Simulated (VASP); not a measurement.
Wanted: the native input for a VASP 6.6.1 run.

```yaml
Task: relaxation of cell and atoms
Functional: LDA
Potentials_or_basis: VASP PAW LDA potentials, release 64 (Ir)
Cutoff: 600 eV
k_mesh: 11 × 11 × 11
Occupations: methfessel-paxton, width 0.05 eV
Spin: no spin polarisation
Target_pressure: 20 GPa
Dipole_correction: no
Further_INCAR_settings: ALGO = Normal; EDIFF = 1e-07; IBRION = 2; EDIFFG = -0.02; NSW = 80; ISIF = 3
```

The structure of Ir lies in POSCAR:

```
Ir
1.0
    0.0000000000      1.9156000000      1.9156000000
    1.9156000000      0.0000000000      1.9156000000
    1.9156000000      1.9156000000      0.0000000000
Ir
1
Direct
    0.0000000000      0.0000000000      0.0000000000
```

The input as run:

INCAR

```
PREC = Accurate ; ENCUT = 600
EDIFF = 1E-7 ; ISMEAR = 1
SIGMA = 0.05 ; LREAL = False
LASPH = True ; NELM = 100
ALGO = Normal ; ISIF = 3
LWAVE = False ; LCHARG = False
IBRION = 2 ; NSW = 80
EDIFFG = -0.02 ; PSTRESS = 200.0
```

KPOINTS

```
Automatic mesh
0
Gamma
  11 11 11
```

Potentials or basis: VASP PAW LDA potentials, release 64 (Ir).

Launch:

```console
$ cat potpaw_LDA.64/Ir/POTCAR > POTCAR
$ mpirun -np 1 vasp_std > vasp.out
```

It gave:

| Quantity | Value |
| --- | --- |
| Relaxed volume | 13.34 Å³/atom |
| Relaxed cell | a = 2.662 Å, b = 2.662 Å, c = 2.662 Å, α = 60.00°, β = 60.00°, γ = 60.00° |
| Space group after relaxing (to 0.05 Å) | Fm-3m (No. 225) |
| Energy change on relaxing (the enthalpy is what falls) | +35.0 meV/atom |
| Ionic steps | 5 |
| Pressure after relaxing | 20.0 GPa |

Caveat: the cell is relaxed towards a set pressure, so the enthalpy falls and the energy may rise.

Run time: 15 s on 1 thread of Intel(R) Xeon(R) Platinum 8488C (Sapphire Rapids) (shared host), peak memory 0.16 GiB.
